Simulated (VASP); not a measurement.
Here is a VASP 6.6.1 calculation.

Contents of INCAR:

```
PREC     = Accurate       # precision mode
ENCUT    = 520            # plane-wave cutoff, eV
EDIFF    = 1E-6           # SCF threshold, eV
ISMEAR   = 1              # smearing method
SIGMA    = 0.1            # smearing width, eV
LREAL    = F              # projectors in reciprocal space
LASPH    = T              # aspherical terms in the spheres
NELM     = 100            # most SCF steps
ALGO     = Fast           # electronic algorithm
ISIF     = 2              # what is computed and relaxed
LWAVE    = F              # write WAVECAR
LCHARG   = F              # write CHGCAR
GGA      = B5             # functional
ALDAX    = 1.0          
AGGAX    = 1.0          
AGGAC    = 1.0          
ALDAC    = 0.0          
IVDW     = 12             # dispersion correction
VDW_S6   = 1.0          
VDW_S8   = 2.6996       
VDW_A1   = 0.4298       
VDW_A2   = 4.2359       
NBANDS   = 12             # bands
```

The input KPOINTS:

```
regular mesh
0
Gamma
  10 10 10
```

The input POSCAR:

```
Cd
1.0
   -1.7760310000      1.7292220000      1.8365210000
    1.7249720000     -1.7343650000      1.7906050000
    1.8343850000      1.7927180000     -1.8416640000
Cd
1
Direct
   -0.0285750000     -0.0072820000      0.0160280000
```

Potentials or basis: VASP PAW PBE potentials, release 64 (Cd).

The run is started by

```sh
$ cat potpaw_PBE.64/Cd/POTCAR > POTCAR
$ mpirun -np 1 vasp_std > vasp.out
```

(1) Estimate the dispersion energy per atom.

(2) Predict the band gap on the k mesh.

(3) What does it give for the pressure?

Results:

(1) -0.971 eV.

(2) zero (bands 6 and 7 overlap by 4.44 eV).

(3) -0.2 GPa.

Caveat: the cell differs from its parent crystal (the cell strained at random); the PAW data sets were made with another functional, which shifts forces and pressure a little.
